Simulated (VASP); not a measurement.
# RbBr in VASP: further runs

The runs below take RbBr through single point, with r2SCAN.

All numbers are computed with VASP 6.6.1; they aren't measurements. Logs are shortened: lines on timing, memory, paths and dates and some standing lists are left out, and cuts for length are marked.

**1. The cell of the first run**

It takes space group Fm-3m (No. 225, cubic). Conventional cell: a = 6.649 Å, b = 6.649 Å, c = 6.649 Å, α = 90.00°, β = 90.00°, γ = 90.00°. Rb (site symmetry m-3m) has 6 Br at 3.32 Å within 4.4 Å. Br (site symmetry m-3m) has 6 Rb at 3.32 Å within 4.4 Å.

**2. Single point, r2SCAN (strain -0.030 along x and y, -0.030 along z)**

Input file POSCAR:

```
RbBr
1.0
    0.0000000000      3.3246750000      3.3246750000
    3.3246750000      0.0000000000      3.3246750000
    3.3246750000      3.3246750000      0.0000000000
Rb Br
1 1
Direct
    0.0000000000      0.0000000000      0.0000000000
    0.5000000000      0.5000000000      0.5000000000
```

Input file INCAR.step1:

```
PREC = Accurate ; ENCUT = 520
ISMEAR = 0 ; SIGMA = 0.05
LREAL = F ; LASPH = T
NELM = 60 ; NBANDS = 15
GGA = PE ; ALGO = Normal
EDIFF = 1E-4 ; LWAVE = T
LCHARG = F
```

Input file INCAR.step2:

```
PREC = Accurate ; ENCUT = 520
EDIFF = 1E-6 ; ISMEAR = 0
SIGMA = 0.05 ; LREAL = F
LASPH = T ; NELM = 60
ALGO = Normal ; ISIF = 2
LWAVE = F ; LCHARG = F
METAGGA = R2SCAN ; LMIXTAU = T
NBANDS = 15 ; ISTART = 1
```

Input file KPOINTS:

```
regular mesh
0
Gamma
  6 6 6
```

Potentials or basis: VASP PAW PBE potentials, release 64 (Rb_sv, Br).

The run is started by

```
> cat potpaw_PBE.64/Rb_sv/POTCAR potpaw_PBE.64/Br/POTCAR > POTCAR
> cp INCAR.step1 INCAR
> mpirun -np 1 vasp_std > vasp.out
> cp INCAR.step2 INCAR
> mpirun -np 1 vasp_std > vasp.out
```

OUTCAR:

```text
PREC = Accurate
   ENCUT = 520
   EDIFF = 1E-6
   ISMEAR = 0
   LREAL = F
   LASPH = T
   NELM = 60
   ISIF = 2
   METAGGA = R2SCAN
   ISTART = 1

 ion  position               nearest neighbor table
   1  0.000  0.000  0.000-   2 3.32   2 3.32   2 3.32   2 3.32   2 3.32   2 3.32
   2  0.500  0.500  0.500-   1 3.32   1 3.32   1 3.32   1 3.32   1 3.32   1 3.32

  LATTYP: Found a face centered cubic cell.
 ALAT       =     6.6493500000

  Lattice vectors:

 A1 = (   0.0000000000,   3.3246750000,   3.3246750000)
 A2 = (   3.3246750000,   0.0000000000,   3.3246750000)
 A3 = (   3.3246750000,   3.3246750000,   0.0000000000)

Analysis of symmetry for initial positions (statically):
=====================================================================
 Subroutine PRICEL returns:
 Original cell was already a primitive cell.

 Routine SETGRP: Setting up the symmetry group for a
 face centered cubic supercell.

 Subroutine GETGRP returns: Found 48 space group operations
 (whereof 48 operations were pure point group operations)
 out of a pool of 48 trial point group operations.

The static configuration has the point symmetry O_h .

Analysis of symmetry for dynamics (positions and initial velocities):
=====================================================================
 Subroutine PRICEL returns:
 Original cell was already a primitive cell.

 Routine SETGRP: Setting up the symmetry group for a
 face centered cubic supercell.

 Subroutine GETGRP returns: Found 48 space group operations
 (whereof 48 operations were pure point group operations)
 out of a pool of 48 trial point group operations.

The dynamic configuration has the point symmetry O_h .

 Subroutine INISYM returns: Found 48 space group operations
 (whereof 48 operations are pure point group operations),
 and found     1 'primitive' translations

----------------------------------------------------------------------------------------

                                     Primitive cell

  volume of cell :      73.4983

  direct lattice vectors                    reciprocal lattice vectors
     0.000000000  3.324675000  3.324675000    -0.150390640  0.150390640  0.150390640
     3.324675000  0.000000000  3.324675000     0.150390640 -0.150390640  0.150390640
     3.324675000  3.324675000  0.000000000     0.150390640  0.150390640 -0.150390640

  length of vectors
     4.701800475  4.701800475  4.701800475     0.260484229  0.260484229  0.260484229

  position of ions in fractional coordinates (direct lattice)
[... 80 lines left out ...]
   PSTRESS=    0.0 pullay stress
   NELECT =      16.0000    total number of electrons
   NUPDOWN=      -1.0000    fix difference up-down
   EMIN   =  10.00;   EMAX   =-10.00  energy-range for DOS
   EFERMI =   0.00;   METHOD = LEGACY
   ISMEAR =     0;   SIGMA  =   0.05  broadening in eV -4-tet -1-fermi 0-gaus
   EFERMI_NEDOS =   21; number of points for ismear=-14 and -15
   IALGO  =     38    algorithm
   IMIX   =      4    mixing-type and parameters
     AMIX     =   0.40;   BMIX     =  1.00
     AMIX_MAG =   1.60;   BMIX_MAG =  1.00
  volume/ion in A,a.u.               =      36.75       248.00
  Fermi-wavevector in a.u.,A,eV,Ry     =   0.984817  1.861035 13.195814  0.969865
  Thomas-Fermi vector in A             =   2.116078
   LORBIT       =      0    0 simple, 1 ext, 2 COOP (PROOUT), +10 PAW based schemes
   METAGGA = R2SCAN    functional components
   LHFCALC =     F    Hartree Fock is set to
   AEXX    =    0.0000 exact exchange contribution
   IVDW    =     0    specifies the selected vdW correction
   LEPSILON=     F    determine dielectric tensor
   LRPA    =     F    only Hartree local field effects (RPA)
 non-spin polarized calculation
 Gauss-broadening in eV      SIGMA  =   0.05
  energy-cutoff  :      520.00
  volume of cell :       73.50
 maximum number of plane-waves:      2006
   NGX = 17   NGY = 17   NGZ = 17

 number of electron      15.9999999 magnetization

 Free energy of the ion-electron system (eV)
  ---------------------------------------------------
  ext. energy  EPLUGINS =         0.00000000
  ---------------------------------------------------
  free energy    TOTEN  =       -31.09237218 eV

  energy without entropy =      -31.09237218  energy(sigma->0) =      -31.09237218

 E-fermi :  -1.4745     XC(G=0):  -8.0302

 val. band max:       -1.7887287800   @ k =   0.0000   0.0000   0.0000
 cond. band min:       3.4365973074   @ k =   0.0000   0.0000   0.0000
 fundamental gap:      5.2253260874
 Fermi energy:        -1.4744843320

 k-point     1 :       0.0000    0.0000    0.0000
  band No.  band energies     occupation
      1     -26.7657      2.00000
      2     -14.5038      2.00000
      3     -10.3025      2.00000
      4     -10.3025      2.00000
      5     -10.3025      2.00000
      6      -1.7887      2.00000
      7      -1.7887      2.00000
      8      -1.7887      2.00000
      9       3.4366      0.00000
     10       6.0905      0.00000
     11       6.0905      0.00000
     12       6.0905      0.00000
     13       7.2299      0.00000
     14       7.2299      0.00000
[... 257 lines left out ...]
      2     -14.4682      2.00000
      3     -10.5238      2.00000
      4     -10.4446      2.00000
      5     -10.3007      2.00000
      6      -2.2690      2.00000
      7      -2.2289      2.00000
      8      -2.0665      2.00000
      9       4.9658      0.00000
     10       6.9299      0.00000
     11       7.3229      0.00000
     12       8.3963      0.00000
     13       9.3812      0.00000
     14      10.2087      0.00000
     15      10.8097      0.00000

------------------------ aborting loop because EDIFF is reached ----------------------------------------

  FORCE on cell =-STRESS in cart. coord.  units (eV):
  Direction    XX          YY          ZZ          XY          YZ          ZX
  --------------------------------------------------------------------------------------
  -------------------------------------------------------------------------------------
  Total        1.0711848      1.0711848      1.0711848     -0.0000000      0.0000000     -0.0000000
  in kB       23.3505641     23.3505641     23.3505641     -0.0000000      0.0000000     -0.0000000
  external PRESSURE =      23.3505641 kB  Pullay stress =       0.0000000 kB

 VOLUME and BASIS-vectors are now :
 -----------------------------------------------------------------------------
  energy-cutoff  :      520.00
  volume of cell :       73.50
      direct lattice vectors                 reciprocal lattice vectors
     0.000000000  3.324675000  3.324675000    -0.150390640  0.150390640  0.150390640
     3.324675000  0.000000000  3.324675000     0.150390640 -0.150390640  0.150390640
     3.324675000  3.324675000  0.000000000     0.150390640  0.150390640 -0.150390640

 POSITION                                       TOTAL-FORCE (eV/Angst)
 -----------------------------------------------------------------------------------
      0.00000      0.00000      0.00000         0.000000      0.000000      0.000000
      3.32468      3.32468      3.32468        -0.000000     -0.000000     -0.000000
 -----------------------------------------------------------------------------------
    total drift:                                0.000000      0.000000      0.000000

  FREE ENERGIE OF THE ION-ELECTRON SYSTEM (eV)
  ---------------------------------------------------
  free  energy   TOTEN  =       -31.0923721753 eV

  energy  without entropy=      -31.0923721753  energy(sigma->0) =      -31.09237218
```

OSZICAR.step1:

```text
N       E                     dE             d eps       ncg     rms          rms(c)
DAV:   1     0.857640115316E+02    0.85764E+02   -0.67874E+03   480   0.930E+02
DAV:   2    -0.861779674995E+00   -0.86626E+02   -0.79027E+02   683   0.167E+02
DAV:   3    -0.610066754376E+01   -0.52389E+01   -0.52132E+01   635   0.421E+01
DAV:   4    -0.621345686746E+01   -0.11279E+00   -0.11277E+00   705   0.594E+00
DAV:   5    -0.621416770970E+01   -0.71084E-03   -0.71084E-03   649   0.433E-01    0.350E+00
DAV:   6    -0.601702980374E+01    0.19714E+00   -0.24499E-01   592   0.236E+00    0.237E+00
DAV:   7    -0.600369844293E+01    0.13331E-01   -0.12245E-01   620   0.177E+00    0.108E+00
DAV:   8    -0.601366348904E+01   -0.99650E-02   -0.12004E-02   502   0.661E-01    0.883E-02
DAV:   9    -0.601410927232E+01   -0.44578E-03   -0.50656E-04   634   0.123E-01    0.643E-02
DAV:  10    -0.601449907814E+01   -0.38981E-03   -0.49636E-04   487   0.122E-01    0.198E-02
DAV:  11    -0.601450505326E+01   -0.59751E-05   -0.22243E-05   471   0.285E-02
   1 F= -.60145051E+01 E0= -.60145051E+01  d E =-.192543E-12
```

Wall time 35 s (1 thread of Intel Xeon Platinum 8488C (Sapphire Rapids), shared host); peak memory 0.22 GiB.

Results:

```
Free energy            : -31.0924 eV
Pressure               : 2.3 GPa
Band gap on the k mesh : 5.23 eV
```

Levels at points of the mesh, in eV from the valence-band top:
| k point | band 6 | band 7 | band 8 | band 9 | band 10 | band 11 |
| --- | --- | --- | --- | --- | --- | --- |
| (0.00, 0.00, 0.00) | 0.00 | 0.00 | 0.00 | 5.23 | 7.88 | 7.88 |
| (0.50, 0.00, 0.00) | -1.14 | -0.44 | -0.44 | 7.52 | 8.59 | 10.49 |
| (0.50, 0.50, 0.00) | -0.50 | -0.16 | -0.16 | 5.94 | 8.32 | 10.21 |

Caveat: the cell differs from its parent crystal (strain -0.030 along x and y, -0.030 along z); the PAW data sets were made with another functional, which shifts forces and pressure a little.

**3. Single point, r2SCAN (strain -0.030 along x and y, +0.000 along z)**

Input file POSCAR:

```
RbBr
1.0
    0.0000000000      3.3246750000      3.4275000000
    3.3246750000      0.0000000000      3.4275000000
    3.3246750000      3.3246750000      0.0000000000
Rb Br
1 1
Direct
    0.0000000000      0.0000000000      0.0000000000
    0.5000000000      0.5000000000      0.5000000000
```

Input file INCAR.step1:

```
SYSTEM = RbBr
  ALGO = Normal
  EDIFF = 1E-4
  ENCUT = 520
  GGA = PE
  ISMEAR = 0
  LASPH = .True.
  LCHARG = .False.
  LREAL = .False.
  LWAVE = .True.
  NBANDS = 15
  NELM = 100
  PREC = Accurate
  SIGMA = 0.05
```

Input file INCAR.step2:

```
SYSTEM = RbBr
  ALGO = Normal
  EDIFF = 1E-6
  ENCUT = 520
  ISIF = 2
  ISMEAR = 0
  ISTART = 1
  LASPH = .True.
  LCHARG = .False.
  LMIXTAU = .True.
  LREAL = .False.
  LWAVE = .False.
  METAGGA = R2SCAN
  NBANDS = 15
  NELM = 100
  PREC = Accurate
  SIGMA = 0.05
```

Input file KPOINTS:

```
k-points
0
Gamma
  6 6 6
  0 0 0
```

Potentials or basis: VASP PAW PBE potentials, release 64 (Rb_sv, Br).

The run is started by

```
> cat potpaw_PBE.64/Rb_sv/POTCAR potpaw_PBE.64/Br/POTCAR > POTCAR
> cp INCAR.step1 INCAR
> mpirun -np 1 vasp_std > vasp.out
> cp INCAR.step2 INCAR
> mpirun -np 1 vasp_std > vasp.out
```

Wall time 72 s (1 thread of Intel Xeon Platinum 8488C (Sapphire Rapids), shared host); peak memory 0.22 GiB.

The run converged. Its results:

- Free energy: -31.1139 eV
- Pressure: 1.7 GPa
- Band gap on the k mesh: 5.11 eV

Stress tensor (GPa, compression positive):
```
2.18 0.00 0.00
0.00 2.18 0.00
0.00 0.00 0.76
```

Levels at points of the mesh, in eV from the valence-band top:
```tsv
k point	band 6	band 7	band 8	band 9	band 10	band 11
(0.00, 0.00, 0.00)	-0.05	0.00	0.00	5.11	7.74	7.93
(0.50, 0.00, 0.00)	-1.10	-0.43	-0.43	7.43	8.46	10.38
(0.50, 0.50, 0.00)	-0.56	-0.15	-0.15	6.00	8.17	9.96
(0.50, 0.00, 0.50)	-0.48	-0.21	-0.17	5.96	8.18	10.06
```

Caveat: the cell differs from its parent crystal (strain -0.030 along x and y, +0.000 along z); the PAW data sets were made with another functional, which shifts forces and pressure a little.

**4. Single point, r2SCAN (strain +0.000 along x and y, +0.030 along z)**

Input file POSCAR:

```
RbBr
1.0
    0.0000000000      3.4275000000      3.5303250000
    3.4275000000      0.0000000000      3.5303250000
    3.4275000000      3.4275000000      0.0000000000
Rb Br
1 1
Direct
    0.0000000000      0.0000000000      0.0000000000
    0.5000000000      0.5000000000      0.5000000000
```

Input file INCAR.step1:

```
PREC     = Accurate       # precision mode
ENCUT    = 520            # plane-wave cutoff, eV
ISMEAR   = 0              # smearing method
SIGMA    = 0.05           # smearing width, eV
LREAL    = F              # projectors in reciprocal space
LASPH    = T              # aspherical terms in the spheres
NELM     = 80             # most SCF steps
NBANDS   = 15             # bands
GGA      = PE             # functional
ALGO     = Normal         # electronic algorithm
EDIFF    = 1E-4           # SCF threshold, eV
LWAVE    = T              # write WAVECAR
LCHARG   = F              # write CHGCAR
```

Input file INCAR.step2:

```
PREC     = Accurate       # precision mode
ENCUT    = 520            # plane-wave cutoff, eV
EDIFF    = 1E-6           # SCF threshold, eV
ISMEAR   = 0              # smearing method
SIGMA    = 0.05           # smearing width, eV
LREAL    = F              # projectors in reciprocal space
LASPH    = T              # aspherical terms in the spheres
NELM     = 80             # most SCF steps
ALGO     = Normal         # electronic algorithm
ISIF     = 2              # what is computed and relaxed
LWAVE    = F              # write WAVECAR
LCHARG   = F              # write CHGCAR
METAGGA  = R2SCAN         # meta-GGA
LMIXTAU  = T            
NBANDS   = 15             # bands
ISTART   = 1
```

Input file KPOINTS:

```
Automatic mesh
0
Gamma
  6 6 6
```

The run is started by

```
> cat potpaw_PBE.64/Rb_sv/POTCAR potpaw_PBE.64/Br/POTCAR > POTCAR
> cp INCAR.step1 INCAR
> mpirun -np 1 vasp_std > vasp.out
> cp INCAR.step2 INCAR
> mpirun -np 1 vasp_std > vasp.out
```

Wall time 85 s (1 thread of Intel Xeon Platinum 8488C (Sapphire Rapids), shared host); peak memory 0.25 GiB.

The run converged. Its results:

```
Free energy            : -31.1512 eV
Pressure               : 0.1 GPa
Band gap on the k mesh : 4.88 eV
```

Stress tensor (GPa, compression positive):
```
 0.36  0.00  0.00
 0.00  0.36  0.00
 0.00  0.00 -0.50
```

Levels at points of the mesh, in eV from the valence-band top:
```csv
k point,band 6,band 7,band 8,band 9,band 10,band 11
"(0.00, 0.00, 0.00)",-0.03,0.00,0.00,4.88,7.75,7.92
"(0.50, 0.00, 0.00)",-0.93,-0.34,-0.33,7.20,8.16,10.11
"(0.50, 0.50, 0.00)",-0.52,-0.15,-0.15,6.11,7.81,9.47
"(0.50, 0.00, 0.50)",-0.46,-0.19,-0.17,6.07,7.83,9.59
```

Caveat: the cell differs from its parent crystal (strain +0.000 along x and y, +0.030 along z); the PAW data sets were made with another functional, which shifts forces and pressure a little.

**5. Overview**

| cell | gap on the mesh (eV) | pressure (GPa) |
| --- | --- | --- |
| a = 4.702 Å, angles 60.0°, 2 atoms | 5.23 | 2.3 |
| a = 4.775, b = 4.775, c = 4.702 Å, angles 60.5, 60.5, 59.0°, 2 atoms | 5.11 | 1.7 |
| a = 4.920, b = 4.920, c = 4.847 Å, angles 60.5, 60.5, 59.0°, 2 atoms | 4.88 | 0.1 |

Alike in all rows: task single point; level r2SCAN; potentials or basis VASP PAW PBE potentials, release 64 (Rb_sv, Br); no spin polarisation; k mesh 6 × 6 × 6; cutoff (eV) 520; smearing gaussian 0.05 eV.

Caveats: the PAW data sets were made with another functional, which shifts forces and pressure a little.

Total energies depend on the potentials used, so only differences within one code and one set of settings carry meaning.
